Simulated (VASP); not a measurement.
# CO2 (P4_2/mnm) in VASP: a series of runs

CO2 is run at these levels: PBE, HSE06; tasks: single point.

Everything below comes from runs of VASP 6.6.1. Logs are shortened: lines on timing, memory, paths and dates and some standing lists are left out, and cuts for length are marked.

### 1 The cell of the first run

The structure is tetragonal, space group P4_2/mnm (No. 136). The conventional cell has a = 4.193 Å, b = 4.193 Å, c = 4.605 Å, α = 90.00°, β = 90.00°, γ = 90.00°. Within 1.6 Å of C (site symmetry mmm) lie 2 O at 1.16 Å. O (site symmetry m2m) has 1 C at 1.16 Å within 1.6 Å.

### 2 Single point, PBE

Input file INCAR:

```
PREC     = Accurate       # precision mode
ENCUT    = 520            # plane-wave cutoff, eV
EDIFF    = 1E-7           # SCF threshold, eV
ISMEAR   = 0              # smearing method
SIGMA    = 0.01           # smearing width, eV
LREAL    = F              # projectors in reciprocal space
LASPH    = T              # aspherical terms in the spheres
NELM     = 100            # most SCF steps
ALGO     = Normal         # electronic algorithm
ISIF     = 2              # what is computed and relaxed
LWAVE    = F              # write WAVECAR
LCHARG   = F              # write CHGCAR
GGA      = PE             # functional
NBANDS   = 25             # bands
```

Input file KPOINTS:

```
Automatic mesh
0
Gamma
  4 4 4
```

Input file POSCAR:

```
CO2
1.0
    4.1925576030      0.0000000000      0.0000000000
    0.0000000000      4.1925576030      0.0000000000
    0.0000000000      0.0000000000      4.6051156164
C O
2 4
Direct
    0.5000000000      0.5000000000      0.5000000000
    0.0000000000      0.0000000000      0.0000000000
    0.3042678660      0.6957321340      0.5000000000
    0.6957321340      0.3042678660      0.5000000000
    0.1957321340      0.1957321340      0.0000000000
    0.8042678660      0.8042678660      0.0000000000
```

Potentials or basis: VASP PAW PBE potentials, release 64 (C, O).

On the command line:

```bash
cat potpaw_PBE.64/C/POTCAR potpaw_PBE.64/O/POTCAR > POTCAR
mpirun -np 1 vasp_std > vasp.out
```

OUTCAR:

```text
PREC = Accurate
   ENCUT = 520
   EDIFF = 1E-7
   ISMEAR = 0
   LREAL = F
   LASPH = T
   NELM = 100
   ISIF = 2
   GGA = PE

 ion  position               nearest neighbor table
   1  0.500  0.500  0.500-   3 1.16   4 1.16
   2  0.000  0.000  0.000-   5 1.16   6 1.16
   3  0.304  0.696  0.500-   1 1.16
   4  0.696  0.304  0.500-   1 1.16
   5  0.196  0.196  0.000-   2 1.16
   6  0.804  0.804  0.000-   2 1.16

  LATTYP: Found a simple tetragonal cell.
 ALAT       =     4.1925576030
 C/A-ratio  =     1.0984024675

  Lattice vectors:

 A1 = (   4.1925576030,   0.0000000000,   0.0000000000)
 A2 = (   0.0000000000,   4.1925576030,   0.0000000000)
 A3 = (   0.0000000000,   0.0000000000,   4.6051156164)

Analysis of symmetry for initial positions (statically):
=====================================================================
 Subroutine PRICEL returns:
 Original cell was already a primitive cell.

 Routine SETGRP: Setting up the symmetry group for a
 simple tetragonal supercell.

 Subroutine GETGRP returns: Found 16 space group operations
 (whereof  8 operations were pure point group operations)
 out of a pool of 16 trial point group operations.

The static configuration has the point symmetry D_2h.
 The point group associated with its full space group is D_4h.

Analysis of symmetry for dynamics (positions and initial velocities):
=====================================================================
 Subroutine PRICEL returns:
 Original cell was already a primitive cell.

 Routine SETGRP: Setting up the symmetry group for a
 simple tetragonal supercell.

 Subroutine GETGRP returns: Found 16 space group operations
 (whereof  8 operations were pure point group operations)
 out of a pool of 16 trial point group operations.

The dynamic configuration has the point symmetry D_2h.
 The point group associated with its full space group is D_4h.

 Subroutine INISYM returns: Found 16 space group operations
 (whereof  8 operations are pure point group operations),
 and found     1 'primitive' translations

----------------------------------------------------------------------------------------

                                     Primitive cell

  volume of cell :      80.9466

  direct lattice vectors                    reciprocal lattice vectors
     4.192557603  0.000000000  0.000000000     0.238517892  0.000000000  0.000000000
     0.000000000  4.192557603  0.000000000     0.000000000  0.238517892  0.000000000
     0.000000000  0.000000000  4.605115616     0.000000000  0.000000000  0.217149814

  length of vectors
     4.192557603  4.192557603  4.605115616     0.238517892  0.238517892  0.217149814

  position of ions in fractional coordinates (direct lattice)
     0.500000000  0.500000000  0.500000000
     0.000000000  0.000000000  0.000000000
     0.304267866  0.695732134  0.500000000
     0.695732134  0.304267866  0.500000000
     0.195732134  0.195732134  0.000000000
     0.804267866  0.804267866  0.000000000

  ion indices of the primitive-cell ions
   primitive index   ion index
                 1           1
                 2           2
                 3           3
                 4           4
                 5           5
                 6           6

----------------------------------------------------------------------------------------

 KPOINTS: Automatic mesh

Automatic generation of k-mesh.
 Grid dimensions read from file:
 generate k-points for:    4    4    4

 Generating k-lattice:

  Cartesian coordinates                     Fractional coordinates (reciprocal lattice)
     0.059629473  0.000000000  0.000000000     0.250000000  0.000000000  0.000000000
     0.000000000  0.059629473  0.000000000     0.000000000  0.250000000  0.000000000
     0.000000000  0.000000000  0.054287454     0.000000000  0.000000000  0.250000000

  Length of vectors
     0.059629473  0.059629473  0.054287454

  Shift w.r.t. Gamma in fractional coordinates (k-lattice)
     0.000000000  0.000000000  0.000000000

 Subroutine IBZKPT returns following result:
 ===========================================

 Found     18 irreducible k-points:

 Following reciprocal coordinates:
            Coordinates               Weight
  0.000000  0.000000  0.000000      1.000000
  0.250000  0.000000  0.000000      4.000000
  0.500000  0.000000  0.000000      2.000000
  0.250000  0.250000  0.000000      4.000000
  0.500000  0.250000  0.000000      4.000000
  0.500000  0.500000  0.000000      1.000000
[... 10 lines left out ...]
  0.500000  0.250000  0.500000      4.000000
  0.500000  0.500000  0.500000      1.000000
   k-points           NKPTS =     18   k-points in BZ     NKDIM =     18   number of bands    NBANDS=     25
   number of dos      NEDOS =    301   number of ions     NIONS =      6
   total plane-waves  NPLWV =  36864
   dimension x,y,z NGX =    32 NGY =   32 NGZ =   36
   dimension x,y,z NGXF=    64 NGYF=   64 NGZF=   72
   ions per type =               2   4
   NGX,Y,Z   is equivalent  to a cutoff of  12.69, 12.69, 13.00 a.u.
   NGXF,Y,Z  is equivalent  to a cutoff of  25.38, 25.38, 25.99 a.u.
 SYSTEM =  unknown system
   PREC   = accura    normal or accurate (medium, high low for compatibility)
   ISTART =      0    job   : 0-new  1-cont  2-samecut
   ICHARG =      2    charge: 1-file 2-atom 10-const
   ISPIN  =      1    spin polarized calculation?
   LNONCOLLINEAR =      F non collinear calculations
   LSORBIT =      F    spin-orbit coupling
   LASPH  =      T    aspherical Exc in radial PAW
   ENCUT  =  520.0 eV  38.22 Ry    6.18 a.u.   7.80  7.80  8.56*2*pi/ulx,y,z
   NELM   =    100;   NELMIN=  2; NELMDL= -5     # of ELM steps
   EDIFF  = 0.1E-06   stopping-criterion for ELM
   LREAL  =      F    real-space projection
   EDIFFG = 0.1E-05   stopping-criterion for IOM
   NSW    =      0    number of steps for IOM
   IBRION =     -1    ionic relax: 0-MD 1-quasi-New 2-CG
   NFREE  =      0    steps in history (QN), initial steepest desc. (CG)
   ISIF   =      2    stress and relaxation
   ISYM   =      2    0-nonsym 1-usesym 2-fastsym
   POTIM  = 0.5000    time-step for ionic-motion
   TEBEG  =    0.0;   TEEND  =   0.0 temperature during run
   PSTRESS=    0.0 pullay stress
   NELECT =      32.0000    total number of electrons
   NUPDOWN=      -1.0000    fix difference up-down
   EMIN   =  10.00;   EMAX   =-10.00  energy-range for DOS
   EFERMI =   0.00;   METHOD = LEGACY
   ISMEAR =     0;   SIGMA  =   0.01  broadening in eV -4-tet -1-fermi 0-gaus
   EFERMI_NEDOS =   21; number of points for ismear=-14 and -15
   IALGO  =     38    algorithm
   IMIX   =      4    mixing-type and parameters
     AMIX     =   0.40;   BMIX     =  1.00
     AMIX_MAG =   1.60;   BMIX_MAG =  1.00
  volume/ion in A,a.u.               =      13.49        91.04
  Fermi-wavevector in a.u.,A,eV,Ry     =   1.201504  2.270514 19.641538  1.443612
  Thomas-Fermi vector in A             =   2.337311
   LORBIT       =      0    0 simple, 1 ext, 2 COOP (PROOUT), +10 PAW based schemes
   GGA     = PE    functional components
   LHFCALC =     F    Hartree Fock is set to
   AEXX    =    0.0000 exact exchange contribution
   IVDW    =     0    specifies the selected vdW correction
   LEPSILON=     F    determine dielectric tensor
   LRPA    =     F    only Hartree local field effects (RPA)
 non-spin polarized calculation
 Gauss-broadening in eV      SIGMA  =   0.01
  energy-cutoff  :      520.00
  volume of cell :       80.95
 maximum number of plane-waves:      2192
 NGX is ok and might be reduce to    32
   NGX = 15   NGY = 15   NGZ = 17

 number of electron      32.0000015 magnetization

 Free energy of the ion-electron system (eV)
  ---------------------------------------------------
  ext. energy  EPLUGINS =         0.00000000
  ---------------------------------------------------
  free energy    TOTEN  =       -45.90290499 eV

  energy without entropy =      -45.90290499  energy(sigma->0) =      -45.90290499

 E-fermi :  -2.8213     XC(G=0):  -8.2679

 val. band max:       -2.9211513265   @ k =   0.5000   0.5000   0.5000
 cond. band min:       3.7433624183   @ k =   0.0000   0.0000   0.0000
 fundamental gap:      6.6645137448
 Fermi energy:        -2.8212862590

 k-point     1 :       0.0000    0.0000    0.0000
  band No.  band energies     occupation
      1     -23.8980      2.00000
      2     -23.5659      2.00000
      3     -22.6508      2.00000
      4     -22.6508      2.00000
      5      -8.5283      2.00000
      6      -8.1378      2.00000
[... 17 lines left out ...]
     24      12.8062      0.00000
     25      13.0386      0.00000

 k-point     2 :       0.2500    0.0000    0.0000
  band No.  band energies     occupation
      1     -23.8340      2.00000
      2     -23.5940      2.00000
      3     -22.6710      2.00000
      4     -22.6658      2.00000
      5      -8.4207      2.00000
      6      -8.2313      2.00000
[... 17 lines left out ...]
     24      12.4695      0.00000
     25      12.5457      0.00000

 k-point     3 :       0.5000    0.0000    0.0000
  band No.  band energies     occupation
      1     -23.6961      2.00000
      2     -23.6961      2.00000
      3     -22.6863      2.00000
      4     -22.6863      2.00000
      5      -8.2946      2.00000
      6      -8.2946      2.00000
[... 384 lines left out ...]
 k-point    17 :       0.5000    0.2500    0.5000
  band No.  band energies     occupation
      1     -23.6654      2.00000
      2     -23.6654      2.00000
      3     -22.7119      2.00000
      4     -22.7119      2.00000
      5      -8.4969      2.00000
      6      -8.4969      2.00000
[... 17 lines left out ...]
     24      10.4466      0.00000
     25      12.0800      0.00000

 k-point    18 :       0.5000    0.5000    0.5000
  band No.  band energies     occupation
      1     -23.6446      2.00000
      2     -23.6446      2.00000
      3     -22.7300      2.00000
      4     -22.7300      2.00000
      5      -8.5947      2.00000
      6      -8.5947      2.00000
[... 17 lines left out ...]
     24      10.7610      0.00000
     25      10.7673      0.00000

------------------------ aborting loop because EDIFF is reached ----------------------------------------

  FORCE on cell =-STRESS in cart. coord.  units (eV):
  Direction    XX          YY          ZZ          XY          YZ          ZX
  --------------------------------------------------------------------------------------
  -------------------------------------------------------------------------------------
  Total        4.4580683      4.4580683      1.1315913      0.0000000      0.0000000      0.0000000
  in kB       88.2386162     88.2386162     22.3976047      0.0000000      0.0000000      0.0000000
  external PRESSURE =      66.2916124 kB  Pullay stress =       0.0000000 kB

 VOLUME and BASIS-vectors are now :
 -----------------------------------------------------------------------------
  energy-cutoff  :      520.00
  volume of cell :       80.95
      direct lattice vectors                 reciprocal lattice vectors
     4.192557603  0.000000000  0.000000000     0.238517892  0.000000000  0.000000000
     0.000000000  4.192557603  0.000000000     0.000000000  0.238517892  0.000000000
     0.000000000  0.000000000  4.605115616     0.000000000  0.000000000  0.217149814

 POSITION                                       TOTAL-FORCE (eV/Angst)
 -----------------------------------------------------------------------------------
      2.09628      2.09628      2.30256        -0.000000      0.000000      0.000000
      0.00000      0.00000      0.00000        -0.000000      0.000000      0.000000
      1.27566      2.91690      2.30256        -1.018902      1.018902      0.000000
      2.91690      1.27566      2.30256         1.018902     -1.018902     -0.000000
      0.82062      0.82062      0.00000         1.018902      1.018902      0.000000
      3.37194      3.37194      0.00000        -1.018902     -1.018902     -0.000000
 -----------------------------------------------------------------------------------
    total drift:                                0.000000      0.000000      0.000000

  FREE ENERGIE OF THE ION-ELECTRON SYSTEM (eV)
  ---------------------------------------------------
  free  energy   TOTEN  =       -45.9029049876 eV

  energy  without entropy=      -45.9029049876  energy(sigma->0) =      -45.90290499
```

It took 18 s on 1 thread of Intel Xeon Platinum 8559C (Emerald Rapids), shared host; peak memory 0.18 GiB.

Results:

```yaml
Free_energy: -45.9029 eV
Pressure: 6.6 GPa
Largest_force: 1.441 eV/Å
Band_gap_on_the_k_mesh: 6.66 eV, indirect (least direct gap 7.16 eV)
```

Forces in eV/Å, atoms in the order of the input:
```
C    0.000  0.000  0.000
C    0.000  0.000  0.000
O   -1.019  1.019  0.000
O    1.019 -1.019  0.000
O    1.019  1.019  0.000
O   -1.019 -1.019  0.000
```

Stress tensor (GPa, compression positive):
```
8.82 0.00 0.00
0.00 8.82 0.00
0.00 0.00 2.24
```

Levels at points of the mesh, in eV from the valence-band top:
```tsv
k point	band 13	band 14	band 15	band 16	band 17	band 18	band 19	band 20
(0.00, 0.00, 0.00)	-1.47	-0.55	-0.49	-0.49	6.66	7.52	8.00	8.00
(0.50, 0.00, 0.00)	-0.55	-0.55	-0.50	-0.50	8.19	8.19	8.29	8.29
(0.50, 0.50, 0.00)	-0.69	-0.69	0.00	0.00	8.33	8.33	8.43	8.43
(0.00, 0.00, 0.50)	-1.03	-1.03	-0.49	-0.49	7.95	7.95	8.15	8.15
(0.50, 0.00, 0.50)	-0.94	-0.94	-0.27	-0.27	8.02	8.02	8.58	8.58
(0.50, 0.50, 0.50)	-0.52	-0.52	0.00	0.00	7.75	7.75	8.43	8.43
```

Caveat: forces of over 1 eV/Å act on the atoms, so gaps and moduli don't describe the material at rest. A hybrid or GW would open this gap; PBE tends to underestimate it.

(Part 1 of 2 ends here.)
